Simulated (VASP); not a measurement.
Write the native input for VASP 6.6.1 that does the following.

* Task: single point
* Functional: LDA
* Potentials or basis: VASP PAW LDA potentials, release 64 (C)
* Cutoff: 520 eV
* k mesh: 16 × 16 × 16
* Occupations: gaussian, width 0.03 eV
* Spin: no spin polarisation
* Dipole correction: no
* Further INCAR settings: ALGO = Normal; EDIFF = 1e-06; NBANDS = 11

The structure of C lies in POSCAR:

```
C
1.0
    0.0000000000      2.1801502710      3.3093529460
    1.2594682072      0.0000000000      3.3093529460
    1.2594682072      2.1801502710      0.0000000000
C
2
Direct
    0.1667065656      0.8332934344      0.1667065656
    0.8332934344      0.1667065656      0.8332934344
```

This cell differs from its parent crystal: strain +0.030 along x and y, -0.015 along z.

These files were run (other wordings do the same):

INCAR

```
SYSTEM = C
PREC     = Accurate       ! precision mode
ENCUT    = 520            ! plane-wave cutoff, eV
EDIFF    = 1E-6           ! SCF threshold, eV
ISMEAR   = 0              ! smearing method
SIGMA    = 0.03           ! smearing width, eV
LREAL    = .False.        ! projectors in reciprocal space
LASPH    = .True.         ! aspherical terms in the spheres
NELM     = 60             ! most SCF steps
ALGO     = Normal         ! electronic algorithm
ISIF     = 2              ! what is computed and relaxed
LWAVE    = .False.        ! write WAVECAR
LCHARG   = .False.        ! write CHGCAR
GGA      = CA             ! functional
NBANDS   = 11             ! bands
```

KPOINTS

```
regular mesh
0
Gamma
  16 16 16
  0 0 0
```

Potentials or basis: VASP PAW LDA potentials, release 64 (C).

The run is started by

```sh
$ cat potpaw_LDA.64/C/POTCAR > POTCAR
$ mpirun -np 1 vasp_std > vasp.out
```

It gave:

The pressure is -21.8 GPa. The largest force is 0.030 eV/Å and the band gap on the k mesh is zero (bands 4 and 5 overlap by 0.01 eV).

Caveat: the cell differs from its parent crystal (strain +0.030 along x and y, -0.015 along z); the cell stands under tension.

Wall time 54 s on 1 thread of Intel(R) Xeon(R) 6975P-C (Granite Rapids), on a shared host, peak memory 0.2 GiB.
